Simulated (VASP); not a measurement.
# NiRu2 (Fd-3m) in VASP: a series of runs

The runs below take NiRu2 through single point, relaxation of cell and atoms, with PBE.

Program: VASP 6.6.1. These are calculated values, not measurements. Logs are shortened: lines on timing, memory, paths and dates and some standing lists are left out, and cuts for length are marked.

### 1 The cell of the first run

The structure is cubic, space group Fd-3m (No. 227). Conventional cell: a = 7.051 Å, b = 7.051 Å, c = 7.051 Å, α = 90.00°, β = 90.00°, γ = 90.00°. Within 3.9 Å of Ni (site symmetry -43m) lie 12 Ru at 2.92 Å and 4 Ni at 3.05 Å. Ru (site symmetry -3m) has 6 Ru at 2.49 Å and 6 Ni at 2.92 Å within 3.3 Å.

### 2 Single point, PBE, collinear spin, ferromagnetic start

INCAR reads:

```
PREC = Accurate
ENCUT = 520
EDIFF = 1E-6
ISMEAR = 0
SIGMA = 0.1
LREAL = False
LASPH = True
NELM = 150
ALGO = Fast
ISIF = 2
LWAVE = False
LCHARG = False
ISPIN = 2
MAGMOM = 0.38 0.38 0.31 0.31 0.31 0.31
LORBIT = 11
LMAXMIX = 4
GGA = PE
NBANDS = 51
```

KPOINTS reads:

```
Automatic mesh
0
Gamma
  4 4 4
```

POSCAR reads:

```
NiRu2
1.0
    0.0000000000      3.5255372186      3.5255372186
    3.5255372186      0.0000000000      3.5255372186
    3.5255372186      3.5255372186      0.0000000000
Ni Ru
2 4
Direct
    0.0000000000      0.0000000000      0.0000000000
    0.2500000000      0.2500000000      0.2500000000
    0.6250000000      0.6250000000      0.6250000000
    0.1250000000      0.6250000000      0.6250000000
    0.6250000000      0.6250000000      0.1250000000
    0.6250000000      0.1250000000      0.6250000000
```

Potentials or basis: VASP PAW PBE potentials, release 64 (Ni, Ru_pv).

Run with:

```console
cat potpaw_PBE.64/Ni/POTCAR potpaw_PBE.64/Ru_pv/POTCAR > POTCAR
mpirun -np 1 vasp_std > vasp.out
```

OUTCAR:

```text
PREC = Accurate
   ENCUT = 520
   EDIFF = 1E-6
   ISMEAR = 0
   LREAL = False
   LASPH = True
   NELM = 150
   ISIF = 2
   ISPIN = 2
   LORBIT = 11
   GGA = PE

 ion  position               nearest neighbor table
   1  0.000  0.000  0.000-   3 2.92   5 2.92   6 2.92   3 2.92   4 2.92   5 2.92   3 2.92   4 2.92
                             6 2.92   4 2.92   5 2.92   6 2.92   2 3.05   2 3.05   2 3.05   2 3.05
   2  0.250  0.250  0.250-   4 2.92   5 2.92   6 2.92   3 2.92   4 2.92   6 2.92   3 2.92   4 2.92
                             5 2.92   3 2.92   5 2.92   6 2.92   1 3.05   1 3.05   1 3.05   1 3.05
   3  0.625  0.625  0.625-   4 2.49   5 2.49   6 2.49   5 2.49   6 2.49   4 2.49   1 2.92   2 2.92
                             1 2.92   2 2.92   1 2.92   2 2.92
   4  0.125  0.625  0.625-   3 2.49   5 2.49   6 2.49   3 2.49   5 2.49   6 2.49   2 2.92   1 2.92
                             1 2.92   2 2.92   2 2.92   1 2.92
   5  0.625  0.625  0.125-   3 2.49   3 2.49   4 2.49   6 2.49   6 2.49   4 2.49   1 2.92   2 2.92
                             1 2.92   2 2.92   1 2.92   2 2.92
   6  0.625  0.125  0.625-   3 2.49   5 2.49   3 2.49   4 2.49   5 2.49   4 2.49   2 2.92   1 2.92
                             2 2.92   2 2.92   1 2.92   1 2.92

  LATTYP: Found a face centered cubic cell.
 ALAT       =     7.0510744372

  Lattice vectors:

 A1 = (   0.0000000000,   3.5255372186,   3.5255372186)
 A2 = (   3.5255372186,   0.0000000000,   3.5255372186)
 A3 = (   3.5255372186,   3.5255372186,   0.0000000000)

Analysis of symmetry for initial positions (statically):
=====================================================================
 Subroutine PRICEL returns:
 Original cell was already a primitive cell.

 Routine SETGRP: Setting up the symmetry group for a
 face centered cubic supercell.

 Subroutine GETGRP returns: Found 48 space group operations
 (whereof 24 operations were pure point group operations)
 out of a pool of 48 trial point group operations.

The static configuration has the point symmetry T_d .
 The point group associated with its full space group is O_h .

Analysis of symmetry for dynamics (positions and initial velocities):
=====================================================================
 Subroutine PRICEL returns:
 Original cell was already a primitive cell.

 Routine SETGRP: Setting up the symmetry group for a
 face centered cubic supercell.

 Subroutine GETGRP returns: Found 48 space group operations
 (whereof 24 operations were pure point group operations)
 out of a pool of 48 trial point group operations.

The dynamic configuration has the point symmetry T_d .
 The point group associated with its full space group is O_h .

Analysis of structural, dynamic, and magnetic symmetry:
=====================================================================
 Subroutine PRICEL returns:
 Original cell was already a primitive cell.

 Routine SETGRP: Setting up the symmetry group for a
 face centered cubic supercell.

 Subroutine GETGRP returns: Found 48 space group operations
 (whereof 24 operations were pure point group operations)
 out of a pool of 48 trial point group operations.

The overall configuration has the point symmetry T_d .
 The point group associated with its full space group is O_h .

 Subroutine INISYM returns: Found 48 space group operations
 (whereof 24 operations are pure point group operations),
 and found     1 'primitive' translations

----------------------------------------------------------------------------------------

                                     Primitive cell

  volume of cell :      87.6407

  direct lattice vectors                    reciprocal lattice vectors
     0.000000000  3.525537219  3.525537219    -0.141822358  0.141822358  0.141822358
     3.525537219  0.000000000  3.525537219     0.141822358 -0.141822358  0.141822358
     3.525537219  3.525537219  0.000000000     0.141822358  0.141822358 -0.141822358

  length of vectors
     4.985862549  4.985862549  4.985862549     0.245643529  0.245643529  0.245643529

  position of ions in fractional coordinates (direct lattice)
     0.000000000  0.000000000  0.000000000
     0.250000000  0.250000000  0.250000000
     0.625000000  0.625000000  0.625000000
     0.125000000  0.625000000  0.625000000
     0.625000000  0.625000000  0.125000000
     0.625000000  0.125000000  0.625000000

  ion indices of the primitive-cell ions
   primitive index   ion index
                 1           1
                 2           2
                 3           3
                 4           4
                 5           5
                 6           6

----------------------------------------------------------------------------------------

 KPOINTS: Automatic mesh

Automatic generation of k-mesh.
 Grid dimensions read from file:
 generate k-points for:    4    4    4

 Generating k-lattice:

  Cartesian coordinates                     Fractional coordinates (reciprocal lattice)
    -0.035455589  0.035455589  0.035455589     0.250000000  0.000000000  0.000000000
     0.035455589 -0.035455589  0.035455589     0.000000000  0.250000000  0.000000000
     0.035455589  0.035455589 -0.035455589     0.000000000  0.000000000  0.250000000

  Length of vectors
     0.061410882  0.061410882  0.061410882

  Shift w.r.t. Gamma in fractional coordinates (k-lattice)
     0.000000000  0.000000000  0.000000000

 Subroutine IBZKPT returns following result:
 ===========================================

 Found      8 irreducible k-points:

 Following reciprocal coordinates:
            Coordinates               Weight
  0.000000  0.000000  0.000000      1.000000
  0.250000  0.000000  0.000000      8.000000
  0.500000  0.000000  0.000000      4.000000
  0.250000  0.250000  0.000000      6.000000
  0.500000  0.250000  0.000000     24.000000
 -0.250000  0.250000  0.000000     12.000000
  0.500000  0.500000  0.000000      3.000000
 -0.250000  0.500000  0.250000      6.000000
   k-points           NKPTS =      8   k-points in BZ     NKDIM =      8   number of bands    NBANDS=     51
   number of dos      NEDOS =    301   number of ions     NIONS =      6
   total plane-waves  NPLWV =  64000
   dimension x,y,z NGX =    40 NGY =   40 NGZ =   40
   dimension x,y,z NGXF=    80 NGYF=   80 NGZF=   80
   ions per type =               2   4
   NGX,Y,Z   is equivalent  to a cutoff of  13.34, 13.34, 13.34 a.u.
   NGXF,Y,Z  is equivalent  to a cutoff of  26.67, 26.67, 26.67 a.u.
 SYSTEM =  unknown system
   PREC   = accura    normal or accurate (medium, high low for compatibility)
   ISTART =      0    job   : 0-new  1-cont  2-samecut
   ICHARG =      2    charge: 1-file 2-atom 10-const
   ISPIN  =      2    spin polarized calculation?
   LNONCOLLINEAR =      F non collinear calculations
   LSORBIT =      F    spin-orbit coupling
   LASPH  =      T    aspherical Exc in radial PAW
   ENCUT  =  520.0 eV  38.22 Ry    6.18 a.u.   9.27  9.27  9.27*2*pi/ulx,y,z
   NELM   =    150;   NELMIN=  2; NELMDL= -5     # of ELM steps
   EDIFF  = 0.1E-05   stopping-criterion for ELM
   LREAL  =      F    real-space projection
   EDIFFG = 0.1E-04   stopping-criterion for IOM
   NSW    =      0    number of steps for IOM
   IBRION =     -1    ionic relax: 0-MD 1-quasi-New 2-CG
   NFREE  =      0    steps in history (QN), initial steepest desc. (CG)
   ISIF   =      2    stress and relaxation
   ISYM   =      2    0-nonsym 1-usesym 2-fastsym
   POTIM  = 0.5000    time-step for ionic-motion
   TEBEG  =    0.0;   TEEND  =   0.0 temperature during run
   PSTRESS=    0.0 pullay stress
   NELECT =      76.0000    total number of electrons
   NUPDOWN=      -1.0000    fix difference up-down
   EMIN   =  10.00;   EMAX   =-10.00  energy-range for DOS
   EFERMI =   0.00;   METHOD = LEGACY
   ISMEAR =     0;   SIGMA  =   0.10  broadening in eV -4-tet -1-fermi 0-gaus
   EFERMI_NEDOS =   21; number of points for ismear=-14 and -15
   IALGO  =     68    algorithm
   IMIX   =      4    mixing-type and parameters
     AMIX     =   0.40;   BMIX     =  1.00
     AMIX_MAG =   1.60;   BMIX_MAG =  1.00
  volume/ion in A,a.u.               =      14.61        98.57
  Fermi-wavevector in a.u.,A,eV,Ry     =   1.561148  2.950142 33.159886  2.437183
  Thomas-Fermi vector in A             =   2.664256
   LORBIT       =     11    0 simple, 1 ext, 2 COOP (PROOUT), +10 PAW based schemes
   GGA     = PE    functional components
   LHFCALC =     F    Hartree Fock is set to
   AEXX    =    0.0000 exact exchange contribution
   IVDW    =     0    specifies the selected vdW correction
   LEPSILON=     F    determine dielectric tensor
   LRPA    =     F    only Hartree local field effects (RPA)
 spin polarized calculation
 RMM-DIIS sequential band-by-band and
 Gauss-broadening in eV      SIGMA  =   0.10
  energy-cutoff  :      520.00
  volume of cell :       87.64
 maximum number of plane-waves:      2397
 NGX is ok and might be reduce to    40
   NGX = 19   NGY = 19   NGZ = 19

 number of electron      76.0000013 magnetization       4.3525573

 Free energy of the ion-electron system (eV)
  ---------------------------------------------------
  ext. energy  EPLUGINS =         0.00000000
  ---------------------------------------------------
  free energy    TOTEN  =       -43.55975946 eV

  energy without entropy =      -43.53133873  energy(sigma->0) =      -43.54554909

 E-fermi :   9.8359     XC(G=0): -12.9090

 val. band max:        9.7630835476   @ k =   0.5000   0.5000   0.0000
 cond. band min:       9.9072667867   @ k =   0.5000   0.2500   0.0000
 fundamental gap:      0.1441832391
 Fermi energy:         9.8358662427

 spin component 1

 k-point     1 :       0.0000    0.0000    0.0000
  band No.  band energies     occupation
      1     -34.7729      1.00000
      2     -33.8980      1.00000
      3     -33.8980      1.00000
      4     -33.8980      1.00000
      5     -33.6200      1.00000
      6     -33.6200      1.00000
[... 42 lines left out ...]
     49      16.9337      0.00000
     50      16.9825      0.00000
[... 369 lines left out ...]
     49      17.2875      0.00000
     50      17.2875      0.00000
 Fermi energy:         9.8358662427

 spin component 2

 k-point     1 :       0.0000    0.0000    0.0000
  band No.  band energies     occupation
      1     -34.3528      1.00000
      2     -33.3201      1.00000
      3     -33.3201      1.00000
      4     -33.3201      1.00000
      5     -32.9427      1.00000
      6     -32.9427      1.00000
[... 42 lines left out ...]
     49      17.2243      0.00000
     50      17.2310      0.00000
[... 369 lines left out ...]
     49      17.5370      0.00000
     50      17.5370      0.00000
 [bands above 50 left out]

------------------------ aborting loop because EDIFF is reached ----------------------------------------

  FORCE on cell =-STRESS in cart. coord.  units (eV):
  Direction    XX          YY          ZZ          XY          YZ          ZX
  --------------------------------------------------------------------------------------
  -------------------------------------------------------------------------------------
  Total        0.0794258      0.0794258      0.0794258      0.0000000     -0.0000000      0.0000000
  in kB        1.4519989      1.4519989      1.4519989      0.0000000     -0.0000000      0.0000000
  external PRESSURE =       1.4519989 kB  Pullay stress =       0.0000000 kB

 VOLUME and BASIS-vectors are now :
 -----------------------------------------------------------------------------
  energy-cutoff  :      520.00
  volume of cell :       87.64
      direct lattice vectors                 reciprocal lattice vectors
     0.000000000  3.525537219  3.525537219    -0.141822358  0.141822358  0.141822358
     3.525537219  0.000000000  3.525537219     0.141822358 -0.141822358  0.141822358
     3.525537219  3.525537219  0.000000000     0.141822358  0.141822358 -0.141822358

 POSITION                                       TOTAL-FORCE (eV/Angst)
 -----------------------------------------------------------------------------------
      0.00000      0.00000      0.00000         0.000000      0.000000      0.000000
      1.76277      1.76277      1.76277        -0.000000     -0.000000     -0.000000
      4.40692      4.40692      4.40692        -0.000000      0.000000     -0.000000
      4.40692      2.64415      2.64415        -0.000000      0.000000     -0.000000
      2.64415      2.64415      4.40692        -0.000000      0.000000     -0.000000
      2.64415      4.40692      2.64415        -0.000000      0.000000     -0.000000
 -----------------------------------------------------------------------------------
    total drift:                                0.000000      0.000000      0.000000

  FREE ENERGIE OF THE ION-ELECTRON SYSTEM (eV)
  ---------------------------------------------------
  free  energy   TOTEN  =       -43.5597594585 eV

  energy  without entropy=      -43.5313387295  energy(sigma->0) =      -43.54554909

 total charge

# of ion       s       p       d       tot
------------------------------------------
    1        0.350   0.317   8.261   8.928
    2        0.350   0.317   8.261   8.928
    3        0.414   6.271   6.030  12.715
    4        0.414   6.271   6.030  12.715
    5        0.414   6.271   6.030  12.715
    6        0.414   6.271   6.030  12.715
--------------------------------------------------
tot          2.355  25.720  40.642  68.717

 magnetization (x)

# of ion       s       p       d       tot
------------------------------------------
    1       -0.010  -0.010   0.703   0.684
    2       -0.010  -0.010   0.703   0.684
    3        0.002  -0.007   0.753   0.748
    4        0.002  -0.007   0.753   0.748
    5        0.002  -0.007   0.753   0.748
    6        0.002  -0.007   0.753   0.748
--------------------------------------------------
tot         -0.011  -0.050   4.419   4.359
```

It took 5.7 min on 1 thread of AMD EPYC 7R13, shared host; peak memory 0.27 GiB.

Results:

```yaml
Free_energy: -43.5598 eV
Pressure: 0.1 GPa
Net_moment: 4.35 μB per cell
Site_moments: Ni +0.68; Ru +0.75 μB
Valence_electrons_inside_the_program's_atomic_spheres: Ni 8.93; Ru 12.71
```

Caveat: the k points lie up to 0.39 Å⁻¹ apart.

### 3 Relaxation of cell and atoms, PBE, collinear spin, ferromagnetic start

This run uses another cell than the first one, of 11.99 Å³/atom, 0.821 times its volume.

INCAR reads:

```
SYSTEM = NiRu2
  PREC = Accurate
  ENCUT = 600
  EDIFF = 1E-7
  ISMEAR = 0
  SIGMA = 0.1
  LREAL = .FALSE.
  LASPH = .TRUE.
  NELM = 150
  ALGO = Normal
  ISIF = 3
  LWAVE = .FALSE.
  LCHARG = .FALSE.
  ISPIN = 2
  MAGMOM = 0.38 0.38 0.31 0.31 0.31 0.31
  LORBIT = 11
  LMAXMIX = 4
  GGA = PE
  IBRION = 2
  NSW = 90
  EDIFFG = -0.04
```

KPOINTS reads:

```
regular mesh
0
G
  4 4 4
  0 0 0
```

Changes to POSCAR since step 2:

```diff
@@ -2,5 +2,5 @@
 1.0
-    0.0000000000      3.5255372186      3.5255372186
-    3.5255372186      0.0000000000      3.5255372186
-    3.5255372186      3.5255372186      0.0000000000
+    0.0000000000      3.3011051372      3.3011051372
+    3.3011051372      0.0000000000      3.3011051372
+    3.3011051372      3.3011051372      0.0000000000
 Ni Ru
```

Potentials or basis: VASP PAW PBE potentials, release 64 (Ni, Ru_pv).

Run with:

```console
cat potpaw_PBE.64/Ni/POTCAR potpaw_PBE.64/Ru_pv/POTCAR > POTCAR
mpirun -np 1 vasp_std > vasp.out
```

It took 25 min on 1 thread of AMD EPYC 7R13, shared host; peak memory 0.29 GiB.

Results (log left out):

| Property | Result |
| --- | --- |
| Free energy | -43.4057 eV |
| Relaxed volume | 14.49 Å³/atom |
| Relaxed cell | a = 4.972 Å, b = 4.972 Å, c = 4.972 Å, α = 60.00°, β = 60.00°, γ = 60.00° |
| Space group after relaxing (to 0.05 Å) | Fd-3m (No. 227) |
| Energy gained by relaxing | 416.0 meV/atom |
| Ionic steps | 5 |
| Pressure after relaxing | 0.1 GPa |
| Band gap on the k mesh | zero (filled and empty bands overlap) |
| Net moment | 0.00 μB per cell |
| Valence electrons inside the program's atomic spheres | Ni 8.95; Ru 12.72 |

Step by step:
| step | energy change (eV) | largest force (eV/Å) | pressure (GPa) | volume (Å³) |
| --- | --- | --- | --- | --- |
| 1 | 0.0000 | 0.0000 | 63.75 | 71.95 |
| 2 | 4.8027 | 0.0000 | -32.50 | 133.94 |
| 3 | -2.4444 | 0.0000 | -5.99 | 89.64 |
| 4 | -2.4926 | 0.0000 | -1.69 | 87.66 |
| 5 | -2.4962 | 0.0000 | 0.08 | 86.94 |

Final structure:
```
CELL_PARAMETERS angstrom
0.00000 3.51608 3.51608
3.51608 0.00000 3.51608
3.51608 3.51608 0.00000
ATOMIC_POSITIONS crystal
Ni 0.00000 0.00000 0.00000
Ni 0.25000 0.25000 0.25000
Ru 0.62500 0.62500 0.62500
Ru 0.12500 0.62500 0.62500
Ru 0.62500 0.62500 0.12500
Ru 0.62500 0.12500 0.62500
```

Levels at points of the mesh, in eV from the Fermi level:
Spin up:
```tsv
k point	band 34	band 35	band 36	band 37	band 38	band 39	band 40	band 41	band 42	band 43
(0.00, 0.00, 0.00)	0.03	0.03	0.46	0.46	0.46	0.70	0.70	2.50	3.07	3.07
(0.50, 0.00, 0.00)	-0.81	-0.81	-0.53	-0.08	-0.08	-0.08	0.24	0.24	0.61	0.61
(0.50, 0.50, 0.00)	-0.78	-0.66	-0.66	-0.53	-0.53	-0.33	-0.33	0.18	0.18	0.53
```
Spin down:
```
           k point  band 36  band 37  band 38  band 39  band 40  band 41
(0.00, 0.00, 0.00)     0.46     0.46     0.46     0.70     0.70     2.50
(0.50, 0.00, 0.00)    -0.53    -0.08    -0.08    -0.08     0.24     0.24
(0.50, 0.50, 0.00)    -0.66    -0.53    -0.53    -0.33    -0.33     0.18
```

Caveat: the k points lie up to 0.39 Å⁻¹ apart in the final cell; the volume moved by over 15 % at a fixed basis, so the end points are rough.
